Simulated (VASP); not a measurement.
# Ga (P6_3/mmc) in VASP: a series of runs

The runs below take Ga through single point, with PBEsol.

Everything below comes from runs of VASP 6.6.1. Logs are shortened: lines on timing, memory, paths and dates and some standing lists are left out, and cuts for length are marked.

### 1 The cell of the first run

The structure is hexagonal, space group P6_3/mmc (No. 194). Conventional cell: a = 2.965 Å, b = 2.965 Å, c = 4.689 Å, α = 90.00°, β = 90.00°, γ = 120.00°. Within 3.8 Å of Ga (site symmetry -6m2) lie 12 Ga at 2.90 to 2.96 Å.

This isn't the form of Ga at room conditions, which is orthorhombic.

### 2 Single point, PBEsol

Contents of INCAR:

```
  PREC = Accurate
  ENCUT = 520
  EDIFF = 1E-7
  ISMEAR = -1
  SIGMA = 0.1
  LREAL = F
  LASPH = T
  NELM = 100
  ALGO = Normal
  ISIF = 2
  LWAVE = F
  LCHARG = F
  GGA = PS
  NBANDS = 20
```

Contents of KPOINTS:

```
Automatic mesh
0
Gamma
  12 12 7
```

Contents of POSCAR:

```
Ga
1.0
    2.9647887927      0.0000000000      0.0000000000
   -1.4823943964      2.5675824113      0.0000000000
    0.0000000000      0.0000000000      4.6894509240
Ga
2
Direct
    0.3333333333      0.6666666667      0.2500000000
    0.6666666667      0.3333333333      0.7500000000
```

Potentials or basis: VASP PAW PBE potentials, release 64 (Ga_d).

Launch:

```bash
$ cat potpaw_PBE.64/Ga_d/POTCAR > POTCAR
$ mpirun -np 1 vasp_std > vasp.out
```

OUTCAR:

```text
PREC = Accurate
   ENCUT = 520
   EDIFF = 1E-7
   ISMEAR = -1
   LREAL = F
   LASPH = T
   NELM = 100
   ISIF = 2
   GGA = PS

 ion  position               nearest neighbor table
   1  0.333  0.667  0.250-   2 2.90   2 2.90   2 2.90   2 2.90   2 2.90   2 2.90
   2  0.667  0.333  0.750-   1 2.90   1 2.90   1 2.90   1 2.90   1 2.90   1 2.90

  LATTYP: Found a hexagonal cell.
 ALAT       =     2.9647887927
 C/A-ratio  =     1.5817150063

  Lattice vectors:

 A1 = (   2.9647887927,   0.0000000000,   0.0000000000)
 A2 = (  -1.4823943964,   2.5675824113,   0.0000000000)
 A3 = (   0.0000000000,   0.0000000000,   4.6894509240)

Analysis of symmetry for initial positions (statically):
=====================================================================
 Subroutine PRICEL returns:
 Original cell was already a primitive cell.

 Routine SETGRP: Setting up the symmetry group for a
 hexagonal supercell.

 Subroutine GETGRP returns: Found 24 space group operations
 (whereof 12 operations were pure point group operations)
 out of a pool of 24 trial point group operations.

The static configuration has the point symmetry D_3d.
 The point group associated with its full space group is D_6h.

Analysis of symmetry for dynamics (positions and initial velocities):
=====================================================================
 Subroutine PRICEL returns:
 Original cell was already a primitive cell.

 Routine SETGRP: Setting up the symmetry group for a
 hexagonal supercell.

 Subroutine GETGRP returns: Found 24 space group operations
 (whereof 12 operations were pure point group operations)
 out of a pool of 24 trial point group operations.

The dynamic configuration has the point symmetry D_3d.
 The point group associated with its full space group is D_6h.

 Subroutine INISYM returns: Found 24 space group operations
 (whereof 12 operations are pure point group operations),
 and found     1 'primitive' translations

----------------------------------------------------------------------------------------

                                     Primitive cell

  volume of cell :      35.6977

  direct lattice vectors                    reciprocal lattice vectors
     2.964788793  0.000000000  0.000000000     0.337292155  0.194735716  0.000000000
    -1.482394396  2.567582411  0.000000000     0.000000000  0.389471433  0.000000000
     0.000000000  0.000000000  4.689450924     0.000000000  0.000000000  0.213244582

  length of vectors
     2.964788793  2.964788793  4.689450924     0.389471433  0.389471433  0.213244582

  position of ions in fractional coordinates (direct lattice)
     0.333333333  0.666666667  0.250000000
     0.666666667  0.333333333  0.750000000

  ion indices of the primitive-cell ions
   primitive index   ion index
                 1           1
                 2           2

----------------------------------------------------------------------------------------

 KPOINTS: Automatic mesh

Automatic generation of k-mesh.
 Grid dimensions read from file:
 generate k-points for:   12   12    7

 Generating k-lattice:

  Cartesian coordinates                     Fractional coordinates (reciprocal lattice)
     0.028107680  0.016227976  0.000000000     0.083333333  0.000000000  0.000000000
     0.000000000  0.032455953  0.000000000     0.000000000  0.083333333  0.000000000
     0.000000000  0.000000000  0.030463512     0.000000000  0.000000000  0.142857143

  Length of vectors
     0.032455953  0.032455953  0.030463512

  Shift w.r.t. Gamma in fractional coordinates (k-lattice)
     0.000000000  0.000000000  0.000000000

 Subroutine IBZKPT returns following result:
 ===========================================

 Found     76 irreducible k-points:

 Following reciprocal coordinates:
            Coordinates               Weight
  0.000000  0.000000  0.000000      1.000000
  0.083333  0.000000  0.000000      6.000000
  0.166667  0.000000  0.000000      6.000000
  0.250000  0.000000  0.000000      6.000000
  0.333333  0.000000  0.000000      6.000000
  0.416667  0.000000  0.000000      6.000000
[... 16 lines left out ...]
  0.250000  0.000000  0.142857     12.000000
  0.333333  0.000000  0.142857     12.000000
 [... further k-points ...]
   k-points           NKPTS =     76   k-points in BZ     NKDIM =     76   number of bands    NBANDS=     20
   number of dos      NEDOS =    301   number of ions     NIONS =      2
   total plane-waves  NPLWV =  20736
   dimension x,y,z NGX =    24 NGY =   24 NGZ =   36
   dimension x,y,z NGXF=    48 NGYF=   48 NGZF=   72
   ions per type =               2
   NGX,Y,Z   is equivalent  to a cutoff of  13.46, 13.46, 12.76 a.u.
   NGXF,Y,Z  is equivalent  to a cutoff of  26.92, 26.92, 25.52 a.u.
 SYSTEM =  unknown system
   PREC   = accura    normal or accurate (medium, high low for compatibility)
   ISTART =      0    job   : 0-new  1-cont  2-samecut
   ICHARG =      2    charge: 1-file 2-atom 10-const
   ISPIN  =      1    spin polarized calculation?
   LNONCOLLINEAR =      F non collinear calculations
   LSORBIT =      F    spin-orbit coupling
   LASPH  =      T    aspherical Exc in radial PAW
   ENCUT  =  520.0 eV  38.22 Ry    6.18 a.u.   5.51  5.51  8.72*2*pi/ulx,y,z
   NELM   =    100;   NELMIN=  2; NELMDL= -5     # of ELM steps
   EDIFF  = 0.1E-06   stopping-criterion for ELM
   LREAL  =      F    real-space projection
   EDIFFG = 0.1E-05   stopping-criterion for IOM
   NSW    =      0    number of steps for IOM
   IBRION =     -1    ionic relax: 0-MD 1-quasi-New 2-CG
   NFREE  =      0    steps in history (QN), initial steepest desc. (CG)
   ISIF   =      2    stress and relaxation
   ISYM   =      2    0-nonsym 1-usesym 2-fastsym
   POTIM  = 0.5000    time-step for ionic-motion
   TEBEG  =    0.0;   TEEND  =   0.0 temperature during run
   PSTRESS=    0.0 pullay stress
   NELECT =      26.0000    total number of electrons
   NUPDOWN=      -1.0000    fix difference up-down
   EMIN   =  10.00;   EMAX   =-10.00  energy-range for DOS
   EFERMI =   0.00;   METHOD = LEGACY
   ISMEAR =    -1;   SIGMA  =   0.10  broadening in eV -4-tet -1-fermi 0-gaus
   EFERMI_NEDOS =   21; number of points for ismear=-14 and -15
   IALGO  =     38    algorithm
   IMIX   =      4    mixing-type and parameters
     AMIX     =   0.40;   BMIX     =  1.00
     AMIX_MAG =   1.60;   BMIX_MAG =  1.00
  volume/ion in A,a.u.               =      17.85       120.45
  Fermi-wavevector in a.u.,A,eV,Ry     =   1.472943  2.783458 29.518665  2.169561
  Thomas-Fermi vector in A             =   2.587896
   LORBIT       =      0    0 simple, 1 ext, 2 COOP (PROOUT), +10 PAW based schemes
   GGA     = PS    functional components
   LHFCALC =     F    Hartree Fock is set to
   AEXX    =    0.0000 exact exchange contribution
   IVDW    =     0    specifies the selected vdW correction
   LEPSILON=     F    determine dielectric tensor
   LRPA    =     F    only Hartree local field effects (RPA)
 non-spin polarized calculation
  energy-cutoff  :      520.00
  volume of cell :       35.70
 maximum number of plane-waves:       984
 NGX is ok and might be reduce to    24
   NGX = 11   NGY = 11   NGZ = 17

 number of electron      26.0000002 magnetization

 Free energy of the ion-electron system (eV)
  ---------------------------------------------------
  ext. energy  EPLUGINS =         0.00000000
  ---------------------------------------------------
  free energy    TOTEN  =        -6.66161358 eV

  energy without entropy =       -6.63847372  energy(sigma->0) =       -6.65004365

 E-fermi :   5.9428     XC(G=0): -11.4324

 val. band max:        5.8954263626   @ k =   0.2500   0.1667   0.2857
 cond. band min:       5.9562270418   @ k =   0.2500   0.2500   0.2857
 fundamental gap:      0.0608006792
 Fermi energy:         5.9427942319

 k-point     1 :       0.0000    0.0000    0.0000
  band No.  band energies     occupation
      1      -9.0515      2.00000
      2      -8.9336      2.00000
      3      -8.9329      2.00000
      4      -8.9329      2.00000
      5      -8.9036      2.00000
      6      -8.9036      2.00000
[... 12 lines left out ...]
     19      19.8633      0.00000
     20      20.0910      0.00000

 k-point     2 :       0.0833    0.0000    0.0000
  band No.  band energies     occupation
      1      -9.0421      2.00000
      2      -8.9550      2.00000
      3      -8.9181      2.00000
      4      -8.9094      2.00000
      5      -8.9028      2.00000
      6      -8.8901      2.00000
[... 12 lines left out ...]
     19      19.9031      0.00000
     20      20.9105      0.00000

 k-point     3 :       0.1667    0.0000    0.0000
  band No.  band energies     occupation
      1      -9.0359      2.00000
      2      -8.9631      2.00000
      3      -8.9122      2.00000
      4      -8.9088      2.00000
      5      -8.9022      2.00000
      6      -8.8775      2.00000
[... 12 lines left out ...]
     19      18.4328      0.00000
     20      21.2996      0.00000

 k-point     4 :       0.2500    0.0000    0.0000
  band No.  band energies     occupation
      1      -9.0618      2.00000
      2      -8.9579      2.00000
      3      -8.9549      2.00000
      4      -8.9247      2.00000
      5      -8.8981      2.00000
      6      -8.8248      2.00000
[... 12 lines left out ...]
     19      17.6841      0.00000
     20      20.4239      0.00000

 k-point     5 :       0.3333    0.0000    0.0000
  band No.  band energies     occupation
      1      -9.0960      2.00000
      2      -9.0033      2.00000
      3      -8.9716      2.00000
      4      -8.9457      2.00000
      5      -8.8682      2.00000
      6      -8.8221      2.00000
[... 12 lines left out ...]
     19      16.9331      0.00000
     20      19.7111      0.00000

 k-point     6 :       0.4167    0.0000    0.0000
  band No.  band energies     occupation
      1      -9.1217      2.00000
      2      -9.0407      2.00000
      3      -8.9871      2.00000
      4      -8.9603      2.00000
      5      -8.8448      2.00000
      6      -8.8394      2.00000
[... 12 lines left out ...]
     19      16.4360      0.00000
     20      19.2562      0.00000

 k-point     7 :       0.5000    0.0000    0.0000
  band No.  band energies     occupation
      1      -9.1312      2.00000
      2      -9.0546      2.00000
      3      -8.9933      2.00000
      4      -8.9655      2.00000
      5      -8.8452      2.00000
      6      -8.8364      2.00000
[... 12 lines left out ...]
     19      16.2646      0.00000
     20      19.1013      0.00000
[... 277 lines left out ...]
 k-point    20 :       0.0000    0.0000    0.1429
  band No.  band energies     occupation
      1      -9.0436      2.00000
      2      -8.9444      2.00000
      3      -8.9444      2.00000
      4      -8.9362      2.00000
      5      -8.9102      2.00000
      6      -8.9102      2.00000
[... 12 lines left out ...]
     19      19.9356      0.00000
     20      20.4300      0.00000

 k-point    21 :       0.0833    0.0000    0.1429
  band No.  band energies     occupation
      1      -9.0349      2.00000
      2      -8.9560      2.00000
      3      -8.9328      2.00000
      4      -8.9280      2.00000
      5      -8.9107      2.00000
      6      -8.8967      2.00000
[... 12 lines left out ...]
     19      19.4175      0.00000
     20      20.8791      0.00000

 k-point    22 :       0.1667    0.0000    0.1429
  band No.  band energies     occupation
      1      -9.0315      2.00000
      2      -8.9602      2.00000
      3      -8.9327      2.00000
      4      -8.9134      2.00000
      5      -8.9133      2.00000
      6      -8.8597      2.00000
[... 12 lines left out ...]
     19      18.1788      0.00000
     20      20.8146      0.00000

 k-point    23 :       0.2500    0.0000    0.1429
  band No.  band energies     occupation
      1      -9.0572      2.00000
      2      -8.9767      2.00000
      3      -8.9492      2.00000
      4      -8.9194      2.00000
      5      -8.8960      2.00000
      6      -8.8324      2.00000
[... 12 lines left out ...]
     19      17.0091      0.00000
     20      19.6323      0.00000

 k-point    24 :       0.3333    0.0000    0.1429
  band No.  band energies     occupation
      1      -9.0895      2.00000
      2      -9.0213      2.00000
      3      -8.9641      2.00000
      4      -8.9353      2.00000
      5      -8.8706      2.00000
      6      -8.8429      2.00000
[... 12 lines left out ...]
     19      16.2447      0.00000
     20      18.9073      0.00000

 [... further k-points ...]

------------------------ aborting loop because EDIFF is reached ----------------------------------------

  FORCE on cell =-STRESS in cart. coord.  units (eV):
  Direction    XX          YY          ZZ          XY          YZ          ZX
  --------------------------------------------------------------------------------------
  -------------------------------------------------------------------------------------
  Total        0.0174130      0.0174130      0.0171163     -0.0000000     -0.0000000      0.0000000
  in kB        0.7815278      0.7815278      0.7682099     -0.0000000     -0.0000000      0.0000000
  external PRESSURE =       0.7770885 kB  Pullay stress =       0.0000000 kB

 VOLUME and BASIS-vectors are now :
 -----------------------------------------------------------------------------
  energy-cutoff  :      520.00
  volume of cell :       35.70
      direct lattice vectors                 reciprocal lattice vectors
     2.964788793  0.000000000  0.000000000     0.337292155  0.194735716  0.000000000
    -1.482394396  2.567582411  0.000000000     0.000000000  0.389471433  0.000000000
     0.000000000  0.000000000  4.689450924     0.000000000  0.000000000  0.213244582

 POSITION                                       TOTAL-FORCE (eV/Angst)
 -----------------------------------------------------------------------------------
     -0.00000      1.71172      1.17236         0.000000     -0.000000      0.000000
      1.48239      0.85586      3.51709        -0.000000      0.000000      0.000000
 -----------------------------------------------------------------------------------
    total drift:                               -0.000000      0.000000     -0.000000

  FREE ENERGIE OF THE ION-ELECTRON SYSTEM (eV)
  ---------------------------------------------------
  free  energy   TOTEN  =        -6.6616135784 eV

  energy  without entropy=       -6.6384737190  energy(sigma->0) =       -6.65004365
```

Run time: 51 s. Hardware: 1 thread of Intel Xeon 8259CL, shared host; peak memory 0.18 GiB.

What came out:

```yaml
Free_energy: -6.6616 eV
Pressure: 0.1 GPa
Band_gap_on_the_k_mesh: zero (bands 13 and 14 overlap by 6.55 eV)
```

Caveat: the PAW data sets were made with another functional, which shifts forces and pressure a little.

### 3 Single point, PBEsol (15.71 Å³/atom)

This run uses another cell than the first one, of 15.71 Å³/atom.

Contents of INCAR:

```
SYSTEM = Ga
PREC = Accurate
ENCUT = 520
EDIFF = 1E-6
ISMEAR = -1
SIGMA = 0.1
LREAL = .FALSE.
LASPH = .TRUE.
NELM = 60
ALGO = Normal
ISIF = 2
LWAVE = .FALSE.
LCHARG = .TRUE.
GGA = PS
LELF = .TRUE.
LVHAR = .TRUE.
NBANDS = 20
```

Contents of KPOINTS:

```
regular mesh
0
G
  14 14 8
  0 0 0
```

Contents of POSCAR:

```
Ga
1.0
    2.8411095787      0.0000000000      0.0000000000
   -1.4205547894      2.4604730700      0.0000000000
    0.0000000000      0.0000000000      4.4938256552
Ga
2
Direct
    0.3333333333      0.6666666667      0.2500000000
    0.6666666667      0.3333333333      0.7500000000
```

Potentials or basis: VASP PAW PBE potentials, release 64 (Ga_d).

Launch:

```bash
$ cat potpaw_PBE.64/Ga_d/POTCAR > POTCAR
$ mpirun -np 1 vasp_std > vasp.out
```

It took 83 s on 1 thread of Intel Xeon 8259CL, shared host; peak memory 0.19 GiB.

Results (log left out):

| Property | Result |
| --- | --- |
| Free energy | -6.5182 eV |
| Pressure | 10.6 GPa |
| Band gap on the k mesh | zero (bands 13 and 14 overlap by 9.19 eV) |

Stress tensor (GPa, compression positive):
```
10.24  0.00  0.00
 0.00 10.24  0.00
 0.00  0.00 11.38
```

Levels at points of the mesh, in eV from the Fermi level:
```tsv
k point	band 9	band 10	band 11	band 12	band 13	band 14	band 15	band 16	band 17	band 18
(0.00, 0.00, 0.00)	-14.75	-14.75	-12.62	-4.79	-4.69	10.67	10.67	12.91	12.91	14.85
(0.50, 0.00, 0.00)	-14.73	-14.71	-6.30	-5.79	0.95	1.01	1.41	3.29	5.08	8.93
(0.00, 0.00, 0.50)	-14.82	-14.82	-10.66	-10.66	4.80	4.80	12.21	12.21	12.21	12.21
(0.50, 0.00, 0.50)	-14.74	-14.74	-4.53	-4.53	-3.70	-3.70	7.19	7.19	8.95	8.95
```

Caveat: the cell stands under pressure; the PAW data sets were made with another functional, which shifts forces and pressure a little.

(Part 1 of 2 ends here.)

The gap in the log of VASP goes by the Fermi energy; the results here count the filled bands.